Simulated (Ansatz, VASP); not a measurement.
**Si3Br2 in VASP and in Ansatz**

```
CELL_PARAMETERS angstrom
4.23925 2.44753 2.13763
-4.23925 2.44753 2.13763
0.00000 -4.89506 2.13763
ATOMIC_POSITIONS crystal
Si 0.00000 0.50000 0.00000
Si 0.50000 0.00000 0.00000
Si 0.00000 0.00000 0.50000
Br 0.73297 0.73297 0.73297
Br 0.26703 0.26703 0.26703
```

Change from the starting cell: ordered vacancies on the cation sites of cuprite (R-3m, No. 166).

Alike in both runs: functional PBE; k mesh 6 × 6 × 6; occupations gaussian, width 0.1 eV; no spin polarisation.

Ansatz relaxed the structure, and its values are those at the end. VASP's run is a single point on that final structure, the one shown.

|  | VASP | Ansatz |
| --- | --- | --- |
| version | VASP 6.6.1 | Ansatz 0.2.0 |
| potentials or method | VASP PAW PBE potentials, release 64 (Si, Br), cutoff 520 eV | scalar-relativistic, plane waves, PAW |
| valence electrons in the cell | 26 | 26 |

|  | VASP | Ansatz | Ansatz less VASP |
| --- | --- | --- | --- |
| gap on the k mesh at the Fermi level (eV) | none | none | - |
| pressure (GPa) | 0.0 | 0.0 | -0.02 |

A gap of «none» marks a metal or a gap that the smearing closes.
